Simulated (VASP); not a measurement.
# Mo (Pm-3m) in VASP: notebook

The runs below take Mo through single point, with PBE.

Everything below comes from runs of VASP 6.6.1. Logs are shortened: lines on timing, memory, paths and dates and some standing lists are left out, and cuts for length are marked.

## 1. The cell of the first run

The structure is cubic, space group Pm-3m (No. 221). Conventional cell: a = 2.527 Å, b = 2.527 Å, c = 2.527 Å, α = 90.00°, β = 90.00°, γ = 90.00°. Mo (site symmetry m-3m) has 6 Mo at 2.53 Å within 3.3 Å.

## 2. Single point, PBE

File INCAR:

```
PREC = Accurate ; ENCUT = 520
EDIFF = 1E-6 ; ISMEAR = -1
SIGMA = 0.1 ; LREAL = False
LASPH = True ; NELM = 100
ALGO = Normal ; ISIF = 2
LWAVE = False ; LCHARG = True
GGA = PE ; LELF = True
LVHAR = True ; NBANDS = 13
```

File KPOINTS:

```
Automatic mesh
0
Gamma
  17 17 17
```

File POSCAR:

```
Mo
1.0
    2.5267347795      0.0000000000      0.0000000000
    0.0000000000      2.5267347795      0.0000000000
    0.0000000000      0.0000000000      2.5267347795
Mo
1
Direct
    0.0000000000      0.0000000000      0.0000000000
```

Potentials or basis: VASP PAW PBE potentials, release 64 (Mo_sv).

Launch:

```console
$ cat potpaw_PBE.64/Mo_sv/POTCAR > POTCAR
$ mpirun -np 1 vasp_std > vasp.out
```

OUTCAR:

```text
PREC = Accurate
   ENCUT = 520
   EDIFF = 1E-6
   ISMEAR = -1
   LREAL = False
   LASPH = True
   NELM = 100
   ISIF = 2
   GGA = PE

 ion  position               nearest neighbor table
   1  0.000  0.000  0.000-

  LATTYP: Found a simple cubic cell.
 ALAT       =     2.5267347795

  Lattice vectors:

 A1 = (   2.5267347795,   0.0000000000,   0.0000000000)
 A2 = (   0.0000000000,   2.5267347795,   0.0000000000)
 A3 = (   0.0000000000,   0.0000000000,   2.5267347795)

Analysis of symmetry for initial positions (statically):
=====================================================================
 Subroutine PRICEL returns:
 Original cell was already a primitive cell.

 Routine SETGRP: Setting up the symmetry group for a
 simple cubic supercell.

 Subroutine GETGRP returns: Found 48 space group operations
 (whereof 48 operations were pure point group operations)
 out of a pool of 48 trial point group operations.

The static configuration has the point symmetry O_h .

Analysis of symmetry for dynamics (positions and initial velocities):
=====================================================================
 Subroutine PRICEL returns:
 Original cell was already a primitive cell.

 Routine SETGRP: Setting up the symmetry group for a
 simple cubic supercell.

 Subroutine GETGRP returns: Found 48 space group operations
 (whereof 48 operations were pure point group operations)
 out of a pool of 48 trial point group operations.

The dynamic configuration has the point symmetry O_h .

 Subroutine INISYM returns: Found 48 space group operations
 (whereof 48 operations are pure point group operations),
 and found     1 'primitive' translations

----------------------------------------------------------------------------------------

                                     Primitive cell

  volume of cell :      16.1317

  direct lattice vectors                    reciprocal lattice vectors
     2.526734779  0.000000000  0.000000000     0.395767695  0.000000000  0.000000000
     0.000000000  2.526734779  0.000000000     0.000000000  0.395767695  0.000000000
     0.000000000  0.000000000  2.526734779     0.000000000  0.000000000  0.395767695

  length of vectors
     2.526734779  2.526734779  2.526734779     0.395767695  0.395767695  0.395767695

  position of ions in fractional coordinates (direct lattice)
     0.000000000  0.000000000  0.000000000

  ion indices of the primitive-cell ions
   primitive index   ion index
                 1           1

----------------------------------------------------------------------------------------

 KPOINTS: Automatic mesh

Automatic generation of k-mesh.
 Grid dimensions read from file:
 generate k-points for:   17   17   17

 Generating k-lattice:

  Cartesian coordinates                     Fractional coordinates (reciprocal lattice)
     0.023280453  0.000000000  0.000000000     0.058823529  0.000000000  0.000000000
     0.000000000  0.023280453  0.000000000     0.000000000  0.058823529  0.000000000
     0.000000000  0.000000000  0.023280453     0.000000000  0.000000000  0.058823529

  Length of vectors
     0.023280453  0.023280453  0.023280453

  Shift w.r.t. Gamma in fractional coordinates (k-lattice)
     0.000000000  0.000000000  0.000000000

 Subroutine IBZKPT returns following result:
 ===========================================

 Found    165 irreducible k-points:

 Following reciprocal coordinates:
            Coordinates               Weight
  0.000000  0.000000  0.000000      1.000000
  0.058824  0.000000  0.000000      6.000000
  0.117647  0.000000  0.000000      6.000000
  0.176471  0.000000  0.000000      6.000000
  0.235294  0.000000  0.000000      6.000000
  0.294118  0.000000  0.000000      6.000000
[... 16 lines left out ...]
  0.411765  0.117647  0.000000     24.000000
  0.470588  0.117647  0.000000     24.000000
 [... further k-points ...]
   k-points           NKPTS =    165   k-points in BZ     NKDIM =    165   number of bands    NBANDS=     13
   number of dos      NEDOS =    301   number of ions     NIONS =      1
   total plane-waves  NPLWV =   8000
   dimension x,y,z NGX =    20 NGY =   20 NGZ =   20
   dimension x,y,z NGXF=    40 NGYF=   40 NGZF=   40
   ions per type =               1
   NGX,Y,Z   is equivalent  to a cutoff of  13.16, 13.16, 13.16 a.u.
   NGXF,Y,Z  is equivalent  to a cutoff of  26.32, 26.32, 26.32 a.u.
 SYSTEM =  unknown system
   PREC   = accura    normal or accurate (medium, high low for compatibility)
   ISTART =      0    job   : 0-new  1-cont  2-samecut
   ICHARG =      2    charge: 1-file 2-atom 10-const
   ISPIN  =      1    spin polarized calculation?
   LNONCOLLINEAR =      F non collinear calculations
   LSORBIT =      F    spin-orbit coupling
   LASPH  =      T    aspherical Exc in radial PAW
   ENCUT  =  520.0 eV  38.22 Ry    6.18 a.u.   4.70  4.70  4.70*2*pi/ulx,y,z
   NELM   =    100;   NELMIN=  2; NELMDL= -5     # of ELM steps
   EDIFF  = 0.1E-05   stopping-criterion for ELM
   LREAL  =      F    real-space projection
   EDIFFG = 0.1E-04   stopping-criterion for IOM
   NSW    =      0    number of steps for IOM
   IBRION =     -1    ionic relax: 0-MD 1-quasi-New 2-CG
   NFREE  =      0    steps in history (QN), initial steepest desc. (CG)
   ISIF   =      2    stress and relaxation
   ISYM   =      2    0-nonsym 1-usesym 2-fastsym
   POTIM  = 0.5000    time-step for ionic-motion
   TEBEG  =    0.0;   TEEND  =   0.0 temperature during run
   PSTRESS=    0.0 pullay stress
   NELECT =      14.0000    total number of electrons
   NUPDOWN=      -1.0000    fix difference up-down
   EMIN   =  10.00;   EMAX   =-10.00  energy-range for DOS
   EFERMI =   0.00;   METHOD = LEGACY
   ISMEAR =    -1;   SIGMA  =   0.10  broadening in eV -4-tet -1-fermi 0-gaus
   EFERMI_NEDOS =   21; number of points for ismear=-14 and -15
   IALGO  =     38    algorithm
   IMIX   =      4    mixing-type and parameters
     AMIX     =   0.40;   BMIX     =  1.00
     AMIX_MAG =   1.60;   BMIX_MAG =  1.00
  volume/ion in A,a.u.               =      16.13       108.86
  Fermi-wavevector in a.u.,A,eV,Ry     =   1.561557  2.950915 33.177268  2.438460
  Thomas-Fermi vector in A             =   2.664605
   LORBIT       =      0    0 simple, 1 ext, 2 COOP (PROOUT), +10 PAW based schemes
   GGA     = PE    functional components
[... 5 lines left out ...]
 non-spin polarized calculation
  energy-cutoff  :      520.00
  volume of cell :       16.13
 maximum number of plane-waves:       461
 NGX is ok and might be reduce to    20
   NGX =  9   NGY =  9   NGZ =  9

 number of electron      14.0000006 magnetization

 Free energy of the ion-electron system (eV)
  ---------------------------------------------------
  ext. energy  EPLUGINS =         0.00000000
  ---------------------------------------------------
  free energy    TOTEN  =        -9.71877294 eV

  energy without entropy =       -9.69058903  energy(sigma->0) =       -9.70468099

 E-fermi :  11.9348     XC(G=0): -13.0651

 val. band max:       11.9276410819   @ k =   0.4118   0.2941   0.1765
 cond. band min:      11.9533172282   @ k =   0.4118   0.1176   0.1176
 fundamental gap:      0.0256761463
 Fermi energy:        11.9348450791

 k-point     1 :       0.0000    0.0000    0.0000
  band No.  band energies     occupation
      1     -49.1867      2.00000
      2     -22.2429      2.00000
      3     -22.2429      2.00000
      4     -22.2429      2.00000
      5       5.2235      2.00000
      6       7.3370      2.00000
      7       7.3370      2.00000
      8      16.2834      0.00000
      9      16.2834      0.00000
     10      16.2834      0.00000
     11      28.2046      0.00000
     12      28.2046      0.00000
     13      28.2046      0.00000

 k-point     2 :       0.0588    0.0000    0.0000
  band No.  band energies     occupation
      1     -49.1777      2.00000
      2     -22.3128      2.00000
      3     -22.2370      2.00000
      4     -22.2370      2.00000
      5       5.3398      2.00000
      6       7.3669      2.00000
      7       7.4750      2.00000
      8      16.1095      0.00000
      9      16.1095      0.00000
     10      16.2958      0.00000
     11      27.6207      0.00000
     12      28.4454      0.00000
     13      28.4454      0.00000

 k-point     3 :       0.1176    0.0000    0.0000
  band No.  band energies     occupation
      1     -49.1521      2.00000
      2     -22.5100      2.00000
      3     -22.2200      2.00000
      4     -22.2200      2.00000
      5       5.6549      2.00000
      6       7.4539      2.00000
      7       7.8980      2.00000
      8      15.6439      0.00000
      9      15.6439      0.00000
     10      16.3312      0.00000
     11      26.3078      0.00000
     12      29.1023      0.00000
     13      29.1023      0.00000
[... 305 lines left out ...]
 k-point    23 :       0.4118    0.1176    0.0000
  band No.  band energies     occupation
      1     -48.9031      2.00000
      2     -23.9635      2.00000
      3     -22.3299      2.00000
      4     -22.0564      2.00000
      5       8.2746      2.00000
      6       8.9014      2.00000
      7      10.4641      2.00000
      8      12.9261      0.00010
      9      14.1010      0.00000
     10      16.0851      0.00000
     11      22.0429      0.00000
     12      27.4982      0.00000
     13      31.1542      0.00000

 k-point    24 :       0.4706    0.1176    0.0000
  band No.  band energies     occupation
      1     -48.8847      2.00000
      2     -24.0782      2.00000
      3     -22.3168      2.00000
      4     -22.0444      2.00000
      5       8.4574      2.00000
      6       9.1531      2.00000
      7      10.1992      2.00000
      8      12.7421      0.00062
      9      14.3991      0.00000
     10      16.1161      0.00000
     11      22.0544      0.00000
     12      27.1790      0.00000
     13      31.4793      0.00000

 [... further k-points ...]

------------------------ aborting loop because EDIFF is reached ----------------------------------------

  FORCE on cell =-STRESS in cart. coord.  units (eV):
  Direction    XX          YY          ZZ          XY          YZ          ZX
  --------------------------------------------------------------------------------------
  -------------------------------------------------------------------------------------
  Total        2.0841907      2.0841907      2.0841907     -0.0000000      0.0000000     -0.0000000
  in kB      206.9993867    206.9993867    206.9993867     -0.0000000      0.0000000     -0.0000000
  external PRESSURE =     206.9993867 kB  Pullay stress =       0.0000000 kB

 VOLUME and BASIS-vectors are now :
 -----------------------------------------------------------------------------
  energy-cutoff  :      520.00
  volume of cell :       16.13
      direct lattice vectors                 reciprocal lattice vectors
     2.526734779  0.000000000  0.000000000     0.395767695  0.000000000  0.000000000
     0.000000000  2.526734779  0.000000000     0.000000000  0.395767695  0.000000000
     0.000000000  0.000000000  2.526734779     0.000000000  0.000000000  0.395767695

 POSITION                                       TOTAL-FORCE (eV/Angst)
 -----------------------------------------------------------------------------------
      0.00000      0.00000      0.00000         0.000000      0.000000      0.000000
 -----------------------------------------------------------------------------------
    total drift:                               -0.000000      0.000000     -0.000000

  FREE ENERGIE OF THE ION-ELECTRON SYSTEM (eV)
  ---------------------------------------------------
  free  energy   TOTEN  =        -9.7187729424 eV

  energy  without entropy=       -9.6905890322  energy(sigma->0) =       -9.70468099
```

It took 40 s on 1 thread of AMD EPYC 7R43 (Zen 3), shared host; peak memory 0.11 GiB.

What came out:

```yaml
Free_energy: -9.7188 eV
Pressure: 20.7 GPa
Band_gap_on_the_k_mesh: zero (band 7 reaches 13.66 eV, above the bottom of band 8 at 10.88 eV)
```

## 3. Single point, PBE

This run uses another cell than the first one, of 16.78 Å³/atom, 1.040 times its volume.

File INCAR:

```
SYSTEM = Mo
PREC     = Accurate       ! precision mode
ENCUT    = 520            ! plane-wave cutoff, eV
EDIFF    = 1E-6           ! SCF threshold, eV
ISMEAR   = -1             ! smearing method
SIGMA    = 0.1            ! smearing width, eV
LREAL    = .FALSE.        ! projectors in reciprocal space
LASPH    = .TRUE.         ! aspherical terms in the spheres
NELM     = 60             ! most SCF steps
ALGO     = Normal         ! electronic algorithm
ISIF     = 2              ! what is computed and relaxed
LWAVE    = .FALSE.        ! write WAVECAR
LCHARG   = .FALSE.        ! write CHGCAR
GGA      = PE             ! functional
NBANDS   = 13             ! bands
```

File KPOINTS:

```
regular mesh
0
G
  17 17 17
  0 0 0
```

File POSCAR:

```
Mo
1.0
    2.5602653422      0.0000000000      0.0000000000
    0.0000000000      2.5602653422      0.0000000000
    0.0000000000      0.0000000000      2.5602653422
Mo
1
Direct
    0.0000000000      0.0000000000      0.0000000000
```

Potentials or basis: VASP PAW PBE potentials, release 64 (Mo_sv).

Launch:

```console
$ cat potpaw_PBE.64/Mo_sv/POTCAR > POTCAR
$ mpirun -np 1 vasp_std > vasp.out
```

It took 37 s on 1 thread of AMD EPYC 7R43 (Zen 3), shared host; peak memory 0.11 GiB.

Results (log left out):

```yaml
Free_energy: -9.7819 eV
Pressure: 10.6 GPa
Band_gap_on_the_k_mesh: zero (band 7 reaches 12.99 eV, above the bottom of band 8 at 10.37 eV)
```

Levels at points of the mesh, in eV from the Fermi level:
```csv
k point,band 4,band 5,band 6,band 7,band 8,band 9,band 10,band 11
"(0.00, 0.00, 0.00)",-34.27,-6.60,-4.38,-4.38,4.11,4.11,4.11,15.91
```
